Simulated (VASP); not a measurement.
# Ca2Ge2N: single point with PBE

The system is Ca2Ge2N.

```
CELL_PARAMETERS angstrom
-2.15811 2.15811 5.01481
2.15811 -2.15811 5.01481
2.15811 2.15811 -5.01481
ATOMIC_POSITIONS crystal
Ca 0.61582 0.61582 0.00000
Ca 0.38418 0.38418 0.00000
Ge 0.75000 0.25000 0.50000
Ge 0.25000 0.75000 0.50000
N 0.00000 0.00000 0.00000
```

The cell was generated, and may not be a known phase.

```json
{"Program": "VASP 6.6.1", "Task": "single point", "Functional": "PBE", "Potentials or basis": "VASP PAW PBE potentials, release 64 (Ca_sv, Ge_d, N)", "Cutoff": "520 eV", "k mesh": "6 × 6 × 6", "Occupations": "gaussian, width 0.1 eV", "Spin": "no spin polarisation"}
```

The pressure is 17.0 GPa, the largest force is 0.314 eV/Å and the band gap on the k mesh is zero (an odd number of electrons rules out a gap without spin polarisation).

Forces in eV/Å, atoms in the order of the input:
```
Ca   0.000  0.000 -0.314
Ca   0.000  0.000  0.314
Ge   0.000  0.000  0.000
Ge   0.000  0.000  0.000
N    0.000  0.000  0.000
```

Stress tensor (GPa, compression positive):
```
10.72  0.00  0.00
 0.00 10.72  0.00
 0.00  0.00 29.63
```

Levels at points of the mesh, in eV from the Fermi level:
| k point | band 22 | band 23 | band 24 | band 25 | band 26 | band 27 | band 28 | band 29 | band 30 | band 31 |
| --- | --- | --- | --- | --- | --- | --- | --- | --- | --- | --- |
| (0.00, 0.00, 0.00) | -3.24 | -2.30 | -2.30 | -1.13 | -1.08 | -1.08 | 1.16 | 1.76 | 1.76 | 1.82 |
| (0.50, 0.00, 0.00) | -2.87 | -1.75 | -1.18 | -1.06 | -0.84 | 0.09 | 0.43 | 0.59 | 1.38 | 1.61 |
| (0.50, 0.50, 0.00) | -3.86 | -3.52 | -2.38 | -1.69 | -0.07 | 0.49 | 1.14 | 2.31 | 2.63 | 2.78 |
| (0.50, 0.50, 0.50) | -2.66 | -2.66 | -2.41 | -0.86 | -0.86 | -0.41 | -0.13 | 2.03 | 2.99 | 2.99 |

Wall time 4 min on 1 thread of Oxide Virtual Turin-like Processor, with other jobs on the host, peak memory 0.33 GiB.

Caveat: the stress differs along the axes, from 11 to 30 GPa.
